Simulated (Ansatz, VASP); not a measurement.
# Ru in VASP and in Ansatz

Contents of POSCAR:

```
Ru
1.0
    2.7023482466      0.0000000000      0.0000000000
   -1.3511741233      2.3403022314      0.0000000000
    0.0000000000      0.0000000000     27.7978966044
Ru
7
Direct
    0.3333333333      0.6666666667      0.2698045865
    0.6666666667      0.3333333333      0.3465363910
    0.3333333333      0.6666666667      0.4232681955
    0.6666666667      0.3333333333      0.5000000000
    0.3333333333      0.6666666667      0.5767318045
    0.6666666667      0.3333333333      0.6534636090
    0.3333333333      0.6666666667      0.7301954135
```

INCAR.step1

```
PREC = Accurate
ENCUT = 520
ISMEAR = 0
SIGMA = 0.1
LREAL = False
LASPH = True
NELM = 100
LDIPOL = True
IDIPOL = 3
DIPOL = 0.5 0.5 0.500
NBANDS = 58
GGA = PE
ALGO = Normal
EDIFF = 1E-4
LWAVE = True
LCHARG = False
```

INCAR.step2

```
PREC = Accurate
ENCUT = 520
EDIFF = 1E-6
ISMEAR = 0
SIGMA = 0.1
LREAL = False
LASPH = True
NELM = 100
ALGO = Normal
ISIF = 2
LWAVE = False
LCHARG = True
LDIPOL = True
IDIPOL = 3
DIPOL = 0.5 0.5 0.500
METAGGA = R2SCAN
LMIXTAU = True
LELF = True
LVHAR = True
LVACPOTAV = True
NBANDS = 58
ISTART = 1
```

KPOINTS

```
regular mesh
0
Gamma
  15 15 1
```

Input for Ansatz:

```yaml
crystal:
  lattice:
    - [2.7023482466, 0.0, 0.0]
    - [-1.3511741233, 2.3403022314, 0.0]
    - [0.0, 0.0, 27.7978966044]
  atoms:
    - { symbol: Ru, position: [0.3333333333, 0.6666666667, 0.2698045865] }
    - { symbol: Ru, position: [0.6666666667, 0.3333333333, 0.346536391] }
    - { symbol: Ru, position: [0.3333333333, 0.6666666667, 0.4232681955] }
    - { symbol: Ru, position: [0.6666666667, 0.3333333333, 0.5] }
    - { symbol: Ru, position: [0.3333333333, 0.6666666667, 0.5767318045] }
    - { symbol: Ru, position: [0.6666666667, 0.3333333333, 0.653463609] }
    - { symbol: Ru, position: [0.3333333333, 0.6666666667, 0.7301954135] }
basis:
  ecutwfc: 500
kpoints:
  mp_grid: { grid: [15, 15, 1] }
hamiltonian:
  xc: r2scan
scf:
  occupations: { method: gaussian, width: 0.1 }
output:
  forces: true
  stress: true
  eigenvalues: true
efield:
  axis: 3
  dipole_correction: true
```

Alike in both runs: task single point; functional r2SCAN; k mesh 15 × 15 × 1; occupations gaussian, width 0.1 eV; no spin polarisation.

|  | VASP | Ansatz |
| --- | --- | --- |
| version | VASP 6.6.1 | Ansatz 0.2.0 |
| potentials or method | VASP PAW PBE potentials, release 64 (Ru_pv), cutoff 520 eV | scalar-relativistic, plane waves, PAW |
| valence electrons in the cell | 98 | 112 |

Ansatz gave:

```
gap on the k mesh at the Fermi level (eV)  : none
rms of the force components (eV/Å)         : 0.360
work function, face that differs most (eV) : 5.10
```

Task: Which values does VASP return?

Result: gap on the k mesh at the Fermi level (eV): none; rms of the force components (eV/Å): 0.344; work function, face that differs most (eV): 5.09.

VASP's potentials were made for PBE, not for r2SCAN. Atom by atom the forces differ by 0.022 eV/Å (rms over components). A gap of «none» marks a metal or a gap that the smearing closes. With one functional, cell and mesh, what is left measures potentials, basis and numerics. VASP's potentials hold 98 valence electrons a cell and Ansatz's 112, so a difference there can come from the potentials and not from the codes.
